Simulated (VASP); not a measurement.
# Si2GeF4 (I4/mmm) in VASP: further runs

Si2GeF4 is run at these levels: PBE; tasks: relaxation of cell and atoms, single point.

Program: VASP 6.6.1. These are calculated values, not measurements. Logs are shortened: lines on timing, memory, paths and dates and some standing lists are left out, and cuts for length are marked.

## Step 1: The cell of the first run

Symmetry: I4/mmm, No. 139, tetragonal system. Conventional cell: a = 4.428 Å, b = 4.428 Å, c = 9.529 Å, α = 90.00°, β = 90.00°, γ = 90.00°. Within 2.9 Å of Si (site symmetry -4m2) lie 6 F at 2.22 to 2.38 Å. Within 2.9 Å of Ge (site symmetry 4/mmm) lie 6 F at 2.21 to 2.26 Å. F (site symmetry 4mm) has 4 Si at 2.22 Å and 1 Ge at 2.26 Å within 2.9 Å. Within 2.9 Å of F (site symmetry mmm) lie 2 Ge at 2.21 Å and 2 Si at 2.38 Å.

The cell was generated, and may not be a known phase.

## Step 2: Relaxation of cell and atoms, PBE

The input, INCAR:

```
SYSTEM = Si2GeF4
ALGO = Normal
EDIFF = 1E-6
EDIFFG = -0.04
ENCUT = 600
GGA = PE
IBRION = 2
ISIF = 3
ISMEAR = 0
LASPH = .TRUE.
LCHARG = .FALSE.
LREAL = .FALSE.
LWAVE = .FALSE.
NELM = 80
NSW = 90
PREC = Accurate
SIGMA = 0.1
```

The input, KPOINTS:

```
k-points
0
G
  6 6 6
  0 0 0
```

The input, POSCAR:

```
Si2GeF4
1.0
   -2.2140517700      2.2140517700      4.7645121700
    2.2140517700     -2.2140517700      4.7645121700
    2.2140517700      2.2140517700     -4.7645121700
Si Ge F
2 1 4
Direct
    0.2500000000      0.7500000000      0.5000000000
    0.7500000000      0.2500000000      0.5000000000
    0.0000000000      0.0000000000      0.0000000000
    0.7632300300      0.7632300300      0.0000000000
    0.2367699700      0.2367699700      0.0000000000
    0.0000000000      0.5000000000      0.5000000000
    0.5000000000      0.0000000000      0.5000000000
```

Potentials or basis: VASP PAW PBE potentials, release 64 (Si, Ge_d, F).

Started as:

```console
cat potpaw_PBE.64/Si/POTCAR potpaw_PBE.64/Ge_d/POTCAR potpaw_PBE.64/F/POTCAR > POTCAR
mpirun -np 1 vasp_std > vasp.out
```

OUTCAR:

```text
SYSTEM = Si2GeF4
   EDIFF = 1E-6
   EDIFFG = -0.04
   ENCUT = 600
   GGA = PE
   IBRION = 2
   ISIF = 3
   ISMEAR = 0
   LASPH = .TRUE.
   LREAL = .FALSE.
   NELM = 80
   NSW = 90
   PREC = Accurate

 ion  position               nearest neighbor table
   1  0.250  0.750  0.500-   4 2.22   5 2.22   4 2.22   5 2.22   6 2.38   7 2.38   2 3.13   2 3.13
                             2 3.13   2 3.13
   2  0.750  0.250  0.500-   4 2.22   5 2.22   4 2.22   5 2.22   6 2.38   7 2.38   1 3.13   1 3.13
                             1 3.13   1 3.13
   3  0.000  0.000  0.000-   6 2.21   7 2.21   6 2.21   7 2.21   4 2.26   5 2.26
   4  0.763  0.763  0.000-   1 2.22   2 2.22   2 2.22   1 2.22   3 2.26
   5  0.237  0.237  0.000-   2 2.22   1 2.22   1 2.22   2 2.22   3 2.26
   6  0.000  0.500  0.500-   3 2.21   3 2.21   1 2.38   2 2.38
   7  0.500  0.000  0.500-   3 2.21   3 2.21   1 2.38   2 2.38

  LATTYP: Found a body centered tetragonal cell.
 ALAT       =     4.4281035400
 C/A-ratio  =     2.1519425311

  Lattice vectors:

 A1 = (  -2.2140517700,   2.2140517700,   4.7645121700)
 A2 = (   2.2140517700,  -2.2140517700,   4.7645121700)
 A3 = (   2.2140517700,   2.2140517700,  -4.7645121700)

Analysis of symmetry for initial positions (statically):
=====================================================================
 Subroutine PRICEL returns:
 Original cell was already a primitive cell.

 Routine SETGRP: Setting up the symmetry group for a
 body centered tetragonal supercell.

 Subroutine GETGRP returns: Found 16 space group operations
 (whereof 16 operations were pure point group operations)
 out of a pool of 16 trial point group operations.

The static configuration has the point symmetry D_4h.

Analysis of symmetry for dynamics (positions and initial velocities):
=====================================================================
 Subroutine PRICEL returns:
 Original cell was already a primitive cell.

 Routine SETGRP: Setting up the symmetry group for a
 body centered tetragonal supercell.

 Subroutine GETGRP returns: Found 16 space group operations
 (whereof 16 operations were pure point group operations)
 out of a pool of 16 trial point group operations.

The dynamic configuration has the point symmetry D_4h.

 Subroutine INISYM returns: Found 16 space group operations
 (whereof 16 operations are pure point group operations),
 and found     1 'primitive' translations

----------------------------------------------------------------------------------------

                                     Primitive cell

  volume of cell :      93.4230

  direct lattice vectors                    reciprocal lattice vectors
    -2.214051770  2.214051770  4.764512170     0.000000000  0.225830311  0.104942538
     2.214051770 -2.214051770  4.764512170     0.225830311  0.000000000  0.104942538
     2.214051770  2.214051770 -4.764512170     0.225830311  0.225830311  0.000000000

  length of vectors
     5.701282899  5.701282899  5.701282899     0.249022621  0.249022621  0.319372289

  position of ions in fractional coordinates (direct lattice)
     0.250000000  0.750000000  0.500000000
     0.750000000  0.250000000  0.500000000
     0.000000000  0.000000000  0.000000000
     0.763230030  0.763230030  0.000000000
     0.236769970  0.236769970  0.000000000
     0.000000000  0.500000000  0.500000000
     0.500000000  0.000000000  0.500000000

  ion indices of the primitive-cell ions
   primitive index   ion index
                 1           1
                 2           2
                 3           3
                 4           4
                 5           5
                 6           6
                 7           7

----------------------------------------------------------------------------------------

 KPOINTS: k-points

Automatic generation of k-mesh.
 Grid dimensions read from file:
 generate k-points for:    6    6    6

 Generating k-lattice:

  Cartesian coordinates                     Fractional coordinates (reciprocal lattice)
     0.000000000  0.037638385  0.017490423     0.166666667  0.000000000  0.000000000
     0.037638385  0.000000000  0.017490423     0.000000000  0.166666667  0.000000000
     0.037638385  0.037638385  0.000000000     0.000000000  0.000000000  0.166666667

  Length of vectors
     0.041503770  0.041503770  0.053228715

  Shift w.r.t. Gamma in fractional coordinates (k-lattice)
     0.000000000  0.000000000  0.000000000

 Subroutine IBZKPT returns following result:
 ===========================================

 Found     30 irreducible k-points:

 Following reciprocal coordinates:
            Coordinates               Weight
  0.000000  0.000000  0.000000      1.000000
  0.166667 -0.000000  0.000000      8.000000
  0.333333 -0.000000  0.000000      8.000000
  0.500000 -0.000000  0.000000      4.000000
  0.166667  0.166667  0.000000      8.000000
  0.333333  0.166667  0.000000     16.000000
[... 16 lines left out ...]
 -0.333333 -0.333333  0.166667      8.000000
 -0.166667 -0.333333  0.166667      8.000000
 [... further k-points ...]
   k-points           NKPTS =     30   k-points in BZ     NKDIM =     30   number of bands    NBANDS=     30
   number of dos      NEDOS =    301   number of ions     NIONS =      7
   total plane-waves  NPLWV = 110592
   dimension x,y,z NGX =    48 NGY =   48 NGZ =   48
   dimension x,y,z NGXF=    96 NGYF=   96 NGZF=   96
   ions per type =               2   1   4
   NGX,Y,Z   is equivalent  to a cutoff of  14.00, 14.00, 14.00 a.u.
   NGXF,Y,Z  is equivalent  to a cutoff of  27.99, 27.99, 27.99 a.u.
 SYSTEM =  Si2GeF4
   PREC   = accura    normal or accurate (medium, high low for compatibility)
   ISTART =      0    job   : 0-new  1-cont  2-samecut
   ICHARG =      2    charge: 1-file 2-atom 10-const
   ISPIN  =      1    spin polarized calculation?
   LNONCOLLINEAR =      F non collinear calculations
   LSORBIT =      F    spin-orbit coupling
   LASPH  =      T    aspherical Exc in radial PAW
   ENCUT  =  600.0 eV  44.10 Ry    6.64 a.u.  11.39 11.39 11.39*2*pi/ulx,y,z
   NELM   =     80;   NELMIN=  2; NELMDL= -5     # of ELM steps
   EDIFF  = 0.1E-05   stopping-criterion for ELM
   LREAL  =      F    real-space projection
   EDIFFG = -.4E-01   stopping-criterion for IOM
   NSW    =     90    number of steps for IOM
   IBRION =      2    ionic relax: 0-MD 1-quasi-New 2-CG
   NFREE  =      1    steps in history (QN), initial steepest desc. (CG)
   ISIF   =      3    stress and relaxation
   ISYM   =      2    0-nonsym 1-usesym 2-fastsym
   POTIM  = 0.5000    time-step for ionic-motion
   TEBEG  =    0.0;   TEEND  =   0.0 temperature during run
   PSTRESS=    0.0 pullay stress
   NELECT =      50.0000    total number of electrons
   NUPDOWN=      -1.0000    fix difference up-down
   EMIN   =  10.00;   EMAX   =-10.00  energy-range for DOS
   EFERMI =   0.00;   METHOD = LEGACY
   ISMEAR =     0;   SIGMA  =   0.10  broadening in eV -4-tet -1-fermi 0-gaus
   EFERMI_NEDOS =   21; number of points for ismear=-14 and -15
   IALGO  =     38    algorithm
   IMIX   =      4    mixing-type and parameters
     AMIX     =   0.40;   BMIX     =  1.00
     AMIX_MAG =   1.60;   BMIX_MAG =  1.00
  volume/ion in A,a.u.               =      13.35        90.06
  Fermi-wavevector in a.u.,A,eV,Ry     =   1.329169  2.511765 24.037277  1.766690
  Thomas-Fermi vector in A             =   2.458352
   LORBIT       =      0    0 simple, 1 ext, 2 COOP (PROOUT), +10 PAW based schemes
   GGA     = PE    functional components
   LHFCALC =     F    Hartree Fock is set to
   AEXX    =    0.0000 exact exchange contribution
   IVDW    =     0    specifies the selected vdW correction
   LEPSILON=     F    determine dielectric tensor
   LRPA    =     F    only Hartree local field effects (RPA)
 conjugate gradient relaxation of ions
 non-spin polarized calculation
 Gauss-broadening in eV      SIGMA  =   0.10
  energy-cutoff  :      600.00
  volume of cell :       93.42
 maximum number of plane-waves:      3136
 NGX is ok and might be reduce to    48
   NGX = 23   NGY = 23   NGZ = 23

--------------------------------------- Ionic step        1  -------------------------------------------

 number of electron      50.0000001 magnetization

 Free energy of the ion-electron system (eV)
  ---------------------------------------------------
  ext. energy  EPLUGINS =         0.00000000
  ---------------------------------------------------
  free energy    TOTEN  =       -27.30402918 eV

  energy without entropy =      -27.28793538  energy(sigma->0) =      -27.29598228

------------------------ aborting loop because EDIFF is reached ----------------------------------------

  FORCE on cell =-STRESS in cart. coord.  units (eV):
  Direction    XX          YY          ZZ          XY          YZ          ZX
  --------------------------------------------------------------------------------------
  -------------------------------------------------------------------------------------
  Total       14.3589736     14.3589736     10.5702952      0.0000000      0.0000000      0.0000000
  in kB      246.2521342    246.2521342    181.2774246      0.0000000      0.0000000      0.0000000
  external PRESSURE =     224.5938977 kB  Pullay stress =       0.0000000 kB
[... 906 lines left out ...]
     29       8.1161      0.00000
     30       8.5285      0.00000

 [... further k-points ...]

[... ionic steps 4 to 28 ...]

--------------------------------------- Ionic step       29  -------------------------------------------

 number of electron      49.9999996 magnetization

------------------------ aborting loop because EDIFF is reached ----------------------------------------

  FORCE on cell =-STRESS in cart. coord.  units (eV):
  Direction    XX          YY          ZZ          XY          YZ          ZX
  --------------------------------------------------------------------------------------
  -------------------------------------------------------------------------------------
  Total        0.0398860      0.0398860      0.1655252      0.0000000     -0.0000000      0.0000000
  in kB        0.6384488      0.6384488      2.6495353      0.0000000     -0.0000000      0.0000000
  external PRESSURE =       1.3088109 kB  Pullay stress =       0.0000000 kB
[... 868 lines left out ...]
  energy  without entropy=      -29.2125880632  energy(sigma->0) =      -29.21718214

--------------------------------------- Ionic step       31  -------------------------------------------

 number of electron      49.9999995 magnetization

 Free energy of the ion-electron system (eV)
  ---------------------------------------------------
  ext. energy  EPLUGINS =         0.00000000
  ---------------------------------------------------
  free energy    TOTEN  =       -29.22202119 eV

  energy without entropy =      -29.21284618  energy(sigma->0) =      -29.21743368

 E-fermi :   4.5871     XC(G=0):  -9.9956

 val. band max:        4.5869650392   @ k =   0.0000   0.0000   0.0000
 cond. band min:       4.5915668170   @ k =  -0.1667   0.5000   0.1667
 fundamental gap:      0.0046017778
 Fermi energy:         4.5871250387

 k-point     1 :       0.0000    0.0000    0.0000
  band No.  band energies     occupation
      1     -20.8555      2.00000
      2     -20.6990      2.00000
      3     -20.5944      2.00000
      4     -20.5695      2.00000
      5     -20.5695      2.00000
      6     -19.7047      2.00000
[... 817 lines left out ...]
  FREE ENERGIE OF THE ION-ELECTRON SYSTEM (eV)
  ---------------------------------------------------
  free  energy   TOTEN  =       -29.2220211866 eV

  energy  without entropy=      -29.2128461769  energy(sigma->0) =      -29.21743368

 reached required accuracy - stopping structural energy minimisation
```

Wall time 38 min (1 thread of Intel Xeon Platinum 8488C (Sapphire Rapids), shared host); peak memory 0.4 GiB.

Results:

| Item | Value |
| --- | --- |
| Free energy | -29.2220 eV |
| Relaxed volume | 14.33 Å³/atom |
| Relaxed cell | a = 5.834 Å, b = 5.834 Å, c = 5.834 Å, α = 134.22°, β = 134.22°, γ = 66.74° |
| Space group after relaxing (to 0.1 Å) | I4/mmm (No. 139) |
| Energy gained by relaxing | 274.0 meV/atom |
| Ionic steps | 31 |
| Pressure after relaxing | -0.1 GPa |
| Largest force after relaxing | 0.029 eV/Å |
| Band gap on the k mesh | zero (bands 25 and 26 overlap by 1.54 eV) |

Forces in eV/Å, atoms in the order of the input:
```
Si   0.000  0.000  0.000
Si   0.000  0.000  0.000
Ge   0.000  0.000  0.000
F    0.000  0.000 -0.029
F    0.000  0.000  0.029
F    0.000  0.000  0.000
F    0.000  0.000  0.000
```

Stress tensor (GPa, compression positive):
```
-0.13  0.00  0.00
 0.00 -0.13  0.00
 0.00  0.00 -0.01
```

Step by step:
```
step  energy change (eV)  largest force (eV/Å)  pressure (GPa)  volume (Å³)
   1              0.0000                1.2345           22.46        93.42
   2             -1.3538                0.1532           -2.94       121.05
   3             -1.3979                0.3015           -0.13       115.71
   4             -1.3981                0.2869           -0.39       116.19
   5             -1.4176                0.2885           -0.41       115.82
   6             -1.4702                0.2933           -0.30       114.66
   7             -1.5363                0.2771            0.32       112.13
   8             -1.5383                0.2609            0.85       110.77
   9             -1.5511                0.1125           -0.65       112.35
  10             -1.5511                0.1222           -0.55       112.24
  11             -1.5691                0.1343           -0.41       111.29
  12             -1.6234                0.2478            0.28       108.42
  13             -1.7404                0.4834            2.29       102.59
  14             -1.5987                0.5912            9.34        90.69
  15             -1.7954                0.5706            3.79        98.92
  16             -1.7843                0.5652            5.28        96.26
  17             -1.7958                0.5685            4.62        97.49
  18             -1.7989                0.5597            4.57        97.43
  19             -1.8071                0.5328            4.53        97.23
  20             -1.8190                0.4815            4.45        96.83
  21             -1.8275                0.3842            4.33        96.00
  22             -1.8410                0.3555            3.92        96.45
  23             -1.8737                0.2723            2.71        97.79
  24             -1.9069                0.1184            0.48       100.50
  25             -1.9090                0.0702           -0.24       101.42
  26             -1.9099                0.0690           -0.20       101.36
  27             -1.9121                0.0650           -0.22       101.18
  28             -1.9155                0.0567           -0.10       100.82
  29             -1.9177                0.0422            0.13       100.09
  30             -1.9177                0.0442            0.10       100.21
  31             -1.9180                0.0288           -0.09       100.34
```

Final structure:
```xyz
7
Lattice="-2.2691 2.2691 4.8724 2.2691 -2.2691 4.8724 2.2691 2.2691 -4.8724" Properties=species:S:1:pos:R:3 pbc="T T T"
Si    2.2691    0.0000    2.4362
Si    0.0000    2.2691    2.4362
Ge    0.0000    0.0000    0.0000
F     0.0000    0.0000    6.5898
F     0.0000    0.0000    3.1549
F     2.2691    0.0000    0.0000
F     0.0000    2.2691    0.0000
```

(Continued in part 2 of 2.)
